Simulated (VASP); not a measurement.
# SnPbF (P4/nmm) in VASP: a series of runs

Runs on SnPbF. Level: PBE. Tasks: single point, relaxation of cell and atoms.

Everything below comes from runs of VASP 6.6.1. Logs are shortened: lines on timing, memory, paths and dates and some standing lists are left out, and cuts for length are marked.

### 1 The cell of the first run

Symmetry: P4/nmm, No. 129, tetragonal system. The conventional cell has a = 3.927 Å, b = 3.927 Å, c = 9.120 Å, α = 90.00°, β = 90.00°, γ = 90.00°. Within 4.0 Å of Pb (site symmetry 4mm) lie 4 F at 2.55 Å and 5 Sn at 3.50 to 3.72 Å and 4 Pb at 3.93 Å. F (site symmetry -4m2) has 4 Pb at 2.55 Å and 4 F at 2.78 Å within 3.4 Å. Sn (site symmetry 4mm) has 8 Sn at 3.20 to 3.93 Å and 5 Pb at 3.50 to 3.72 Å and 4 F at 4.25 Å within 4.3 Å.

### 2 Single point, PBE

Input file INCAR:

```
  ALGO = Normal
  EDIFF = 1E-6
  ENCUT = 520
  GGA = PE
  ISIF = 2
  ISMEAR = -1
  LASPH = T
  LCHARG = F
  LREAL = F
  LWAVE = F
  NBANDS = 44
  NELM = 100
  PREC = Accurate
  SIGMA = 0.1
```

Input file KPOINTS:

```
k-points
0
Gamma
  5 5 3
```

Input file POSCAR:

```
SnPbF
1.0
    3.9268800245      0.0000000000      0.0000000000
    0.0000000000      3.9268800245      0.0000000000
    0.0000000000      0.0000000000      9.1195495200
Pb F Sn
2 2 2
Direct
    0.0000000000      0.5000000000      0.1787197081
    0.5000000000      0.0000000000      0.8212802919
    0.0000000000      0.0000000000      0.0000000000
    0.5000000000      0.5000000000      0.0000000000
    0.0000000000      0.5000000000      0.5867841499
    0.5000000000      0.0000000000      0.4132158501
```

Potentials or basis: VASP PAW PBE potentials, release 64 (Pb_d, F, Sn_d).

On the command line:

```console
cat potpaw_PBE.64/Pb_d/POTCAR potpaw_PBE.64/F/POTCAR potpaw_PBE.64/Sn_d/POTCAR > POTCAR
mpirun -np 1 vasp_std > vasp.out
```

OUTCAR:

```text
EDIFF = 1E-6
   ENCUT = 520
   GGA = PE
   ISIF = 2
   ISMEAR = -1
   LASPH = T
   LREAL = F
   NELM = 100
   PREC = Accurate

 ion  position               nearest neighbor table
   1  0.000  0.500  0.179-   3 2.55   4 2.55   3 2.55   4 2.55   6 3.50   6 3.50   6 3.50   6 3.50
                             5 3.72
   2  0.500  0.000  0.821-   3 2.55   4 2.55   4 2.55   3 2.55   5 3.50   5 3.50   5 3.50   5 3.50
                             6 3.72
   3  0.000  0.000  0.000-   1 2.55   2 2.55   1 2.55   2 2.55
   4  0.500  0.500  0.000-   1 2.55   2 2.55   2 2.55   1 2.55
   5  0.000  0.500  0.587-   6 3.20   6 3.20   6 3.20   6 3.20   2 3.50   2 3.50   2 3.50   2 3.50
                             1 3.72
   6  0.500  0.000  0.413-   5 3.20   5 3.20   5 3.20   5 3.20   1 3.50   1 3.50   1 3.50   1 3.50
                             2 3.72

  LATTYP: Found a simple tetragonal cell.
 ALAT       =     3.9268800245
 C/A-ratio  =     2.3223397362

  Lattice vectors:

 A1 = (   3.9268800245,   0.0000000000,   0.0000000000)
 A2 = (   0.0000000000,   3.9268800245,   0.0000000000)
 A3 = (   0.0000000000,   0.0000000000,   9.1195495200)

Analysis of symmetry for initial positions (statically):
=====================================================================
 Subroutine PRICEL returns:
 Original cell was already a primitive cell.

 Routine SETGRP: Setting up the symmetry group for a
 simple tetragonal supercell.

 Subroutine GETGRP returns: Found 16 space group operations
 (whereof  8 operations were pure point group operations)
 out of a pool of 16 trial point group operations.

The static configuration has the point symmetry D_2d.
 The point group associated with its full space group is D_4h.

Analysis of symmetry for dynamics (positions and initial velocities):
=====================================================================
 Subroutine PRICEL returns:
 Original cell was already a primitive cell.

 Routine SETGRP: Setting up the symmetry group for a
 simple tetragonal supercell.

 Subroutine GETGRP returns: Found 16 space group operations
 (whereof  8 operations were pure point group operations)
 out of a pool of 16 trial point group operations.

The dynamic configuration has the point symmetry D_2d.
 The point group associated with its full space group is D_4h.

 Subroutine INISYM returns: Found 16 space group operations
 (whereof  8 operations are pure point group operations),
 and found     1 'primitive' translations
[... 90 lines left out ...]
   EDIFF  = 0.1E-05   stopping-criterion for ELM
   LREAL  =      F    real-space projection
   EDIFFG = 0.1E-04   stopping-criterion for IOM
   NSW    =      0    number of steps for IOM
   IBRION =     -1    ionic relax: 0-MD 1-quasi-New 2-CG
   NFREE  =      0    steps in history (QN), initial steepest desc. (CG)
   ISIF   =      2    stress and relaxation
   ISYM   =      2    0-nonsym 1-usesym 2-fastsym
   POTIM  = 0.5000    time-step for ionic-motion
   TEBEG  =    0.0;   TEEND  =   0.0 temperature during run
   PSTRESS=    0.0 pullay stress
   NELECT =      70.0000    total number of electrons
   NUPDOWN=      -1.0000    fix difference up-down
   EMIN   =  10.00;   EMAX   =-10.00  energy-range for DOS
   EFERMI =   0.00;   METHOD = LEGACY
   ISMEAR =    -1;   SIGMA  =   0.10  broadening in eV -4-tet -1-fermi 0-gaus
   EFERMI_NEDOS =   21; number of points for ismear=-14 and -15
   IALGO  =     38    algorithm
   IMIX   =      4    mixing-type and parameters
     AMIX     =   0.40;   BMIX     =  1.00
     AMIX_MAG =   1.60;   BMIX_MAG =  1.00
  volume/ion in A,a.u.               =      23.44       158.17
  Fermi-wavevector in a.u.,A,eV,Ry     =   1.297432  2.451791 22.903095  1.683330
  Thomas-Fermi vector in A             =   2.428825
   LORBIT       =      0    0 simple, 1 ext, 2 COOP (PROOUT), +10 PAW based schemes
   GGA     = PE    functional components
   LHFCALC =     F    Hartree Fock is set to
   AEXX    =    0.0000 exact exchange contribution
   IVDW    =     0    specifies the selected vdW correction
   LEPSILON=     F    determine dielectric tensor
   LRPA    =     F    only Hartree local field effects (RPA)
 non-spin polarized calculation
  energy-cutoff  :      520.00
  volume of cell :      140.63
 maximum number of plane-waves:      3825
 NGX is ok and might be reduce to    30
   NGX = 15   NGY = 15   NGZ = 33

 number of electron      69.9999954 magnetization

 Free energy of the ion-electron system (eV)
  ---------------------------------------------------
  ext. energy  EPLUGINS =         0.00000000
  ---------------------------------------------------
  free energy    TOTEN  =       -24.74709109 eV

  energy without entropy =      -24.70263004  energy(sigma->0) =      -24.72486057

 E-fermi :   6.3886     XC(G=0):  -9.8965

 val. band max:        6.2507447322   @ k =   0.0000   0.0000   0.0000
 cond. band min:       6.5512170638   @ k =   0.4000   0.2000   0.0000
 fundamental gap:      0.3004723316
 Fermi energy:         6.3886355568

 k-point     1 :       0.0000    0.0000    0.0000
  band No.  band energies     occupation
      1     -17.5343      2.00000
      2     -16.9558      2.00000
      3     -15.1666      2.00000
      4     -15.1600      2.00000
      5     -15.0916      2.00000
      6     -15.0916      2.00000
[... 553 lines left out ...]
     43      10.8346      0.00000
     44      11.3660      0.00000

------------------------ aborting loop because EDIFF is reached ----------------------------------------

  FORCE on cell =-STRESS in cart. coord.  units (eV):
  Direction    XX          YY          ZZ          XY          YZ          ZX
  --------------------------------------------------------------------------------------
  -------------------------------------------------------------------------------------
  Total       -0.0901609     -0.0901609     -0.0713174      0.0000000      0.0000000      0.0000000
  in kB       -1.0272116     -1.0272116     -0.8125263      0.0000000      0.0000000      0.0000000
  external PRESSURE =      -0.9556498 kB  Pullay stress =       0.0000000 kB

 VOLUME and BASIS-vectors are now :
 -----------------------------------------------------------------------------
  energy-cutoff  :      520.00
  volume of cell :      140.63
      direct lattice vectors                 reciprocal lattice vectors
     3.926880024  0.000000000  0.000000000     0.254655094  0.000000000  0.000000000
     0.000000000  3.926880024  0.000000000     0.000000000  0.254655094  0.000000000
     0.000000000  0.000000000  9.119549520     0.000000000  0.000000000  0.109654539

 POSITION                                       TOTAL-FORCE (eV/Angst)
 -----------------------------------------------------------------------------------
      0.00000      1.96344      1.62984        -0.000000      0.000000      0.003869
      1.96344      0.00000      7.48971        -0.000000      0.000000     -0.003869
      0.00000      0.00000      0.00000        -0.000000     -0.000000      0.000000
      1.96344      1.96344      0.00000         0.000000      0.000000      0.000000
      0.00000      1.96344      5.35121        -0.000000      0.000000      0.006225
      1.96344      0.00000      3.76834        -0.000000      0.000000     -0.006225
 -----------------------------------------------------------------------------------
    total drift:                                0.000000      0.000000      0.000000

  FREE ENERGIE OF THE ION-ELECTRON SYSTEM (eV)
  ---------------------------------------------------
  free  energy   TOTEN  =       -24.7470910896 eV

  energy  without entropy=      -24.7026300416  energy(sigma->0) =      -24.72486057
```

OSZICAR:

```text
N       E                     dE             d eps       ncg     rms          rms(c)
DAV:   1     0.893854935291E+03    0.89385E+03   -0.33548E+04  1088   0.218E+03
DAV:   2     0.139493794769E+03   -0.75436E+03   -0.73222E+03  1064   0.612E+02
DAV:   3    -0.153864668043E+02   -0.15488E+03   -0.15073E+03  1252   0.252E+02
DAV:   4    -0.264689755440E+02   -0.11083E+02   -0.10977E+02  1248   0.704E+01
DAV:   5    -0.268278535841E+02   -0.35888E+00   -0.35865E+00  1380   0.141E+01    0.830E+00
DAV:   6    -0.247336935666E+02    0.20942E+01   -0.70371E+00  1532   0.171E+01    0.302E+00
DAV:   7    -0.247689620606E+02   -0.35268E-01   -0.13000E+00  1096   0.452E+00    0.192E+00
DAV:   8    -0.247538877375E+02    0.15074E-01   -0.22796E-01  1256   0.259E+00    0.629E-01
DAV:   9    -0.247465091162E+02    0.73786E-02   -0.41905E-02  1584   0.137E+00    0.187E-01
DAV:  10    -0.247476276362E+02   -0.11185E-02   -0.10870E-02  1372   0.721E-01    0.180E-01
DAV:  11    -0.247470470901E+02    0.58055E-03   -0.21899E-03  1336   0.290E-01    0.360E-02
DAV:  12    -0.247470903922E+02   -0.43302E-04   -0.61308E-04  1220   0.102E-01    0.158E-02
DAV:  13    -0.247470940998E+02   -0.37076E-05   -0.53199E-05  1444   0.538E-02    0.133E-02
DAV:  14    -0.247470910160E+02    0.30838E-05   -0.14776E-05  1224   0.280E-02    0.150E-03
DAV:  15    -0.247470910896E+02   -0.73602E-07   -0.11869E-06   740   0.746E-03
   1 F= -.24747091E+02 E0= -.24724861E+02  d E =-.444610E-01
```

It took 2 min on 1 thread of AMD EPYC 7R13, shared host; peak memory 0.24 GiB.

What came out:

| Property | Result |
| --- | --- |
| Free energy | -24.7471 eV |
| Pressure | -0.1 GPa |
| Largest force | 0.006 eV/Å |
| Band gap on the k mesh | zero (bands 35 and 36 overlap by 1.88 eV) |

Forces in eV/Å, atoms in the order of the input:
```
Pb   0.000  0.000  0.004
Pb   0.000  0.000 -0.004
F    0.000  0.000  0.000
F    0.000  0.000  0.000
Sn   0.000  0.000  0.006
Sn   0.000  0.000 -0.006
```

Caveat: spin-orbit coupling is left out, which moves the levels of the heavy elements.

(Continued in part 2 of 2.)
